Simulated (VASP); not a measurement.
# HF: single point with PBE+D3(BJ)

The system is HF.

```xyz
12
Lattice="5.4648 0.0000 0.0000 0.0000 5.4648 0.0000 0.0000 0.0000 5.4648" Properties=species:S:1:pos:R:3 pbc="T T T"
F     5.8221    3.4151    2.2496
F     3.8698    0.3349    1.4650
F     2.0832    2.7313    5.9579
F     3.1255    4.7985    4.7552
F     4.9468    2.0504    4.3072
F     2.3121    0.9701    3.2097
H     6.4274    3.1325    1.5566
H     3.6369    0.0601    0.5607
H     2.4636    3.4202    5.3979
H     2.7579    5.4826    4.1098
H     5.3160    2.4791    3.5363
H     2.8675    0.8185    2.4034
```

```
Program                : VASP 6.6.1
Task                   : single point
Functional             : PBE
Dispersion             : D3(BJ)
Potentials or basis    : VASP PAW PBE potentials, release 64 (F_h, H_h)
Cutoff                 : 1010 eV
k mesh                 : 1 × 1 × 1
Occupations            : fermi-dirac, width 0.05 eV
Spin                   : no spin polarisation
Dipole correction      : no
Further INCAR settings : ALGO = Normal; EDIFF = 1e-06; NBANDS = 36
```

```yaml
Pressure: -0.5 GPa
Largest_force: 0.408 eV/Å
Dispersion_energy_per_atom: -0.023 eV
```

Forces in eV/Å, atoms in the order of the input:
```
F    0.051 -0.006 -0.038
F    0.068  0.099 -0.209
F    0.149  0.288 -0.240
F    0.015  0.001  0.166
F    0.062  0.099 -0.205
F    0.007 -0.100 -0.152
H   -0.030 -0.013  0.057
H   -0.001 -0.005  0.191
H   -0.186 -0.278  0.235
H   -0.083  0.073 -0.107
H   -0.091 -0.099  0.165
H    0.038 -0.060  0.137
```

Stress tensor (GPa, compression positive):
```
-0.13 -0.18  0.46
-0.18 -0.58  0.30
 0.46  0.30 -0.86
```

Levels at points of the mesh, in eV from the Fermi level:
| k point | band 20 | band 21 | band 22 | band 23 | band 24 | band 25 | band 26 | band 27 | band 28 | band 29 |
| --- | --- | --- | --- | --- | --- | --- | --- | --- | --- | --- |
| (0.00, 0.00, 0.00) | -2.74 | -2.29 | -2.24 | -1.40 | -1.33 | 5.27 | 9.87 | 10.08 | 10.29 | 10.50 |

Run time: 23 s on 1 thread of AMD EPYC 7R13 Processor (Zen 3) (shared host), peak memory 0.45 GiB.

Caveat: the k points lie up to 1.15 Å⁻¹ apart, too coarse for converged energies, forces and pressures.
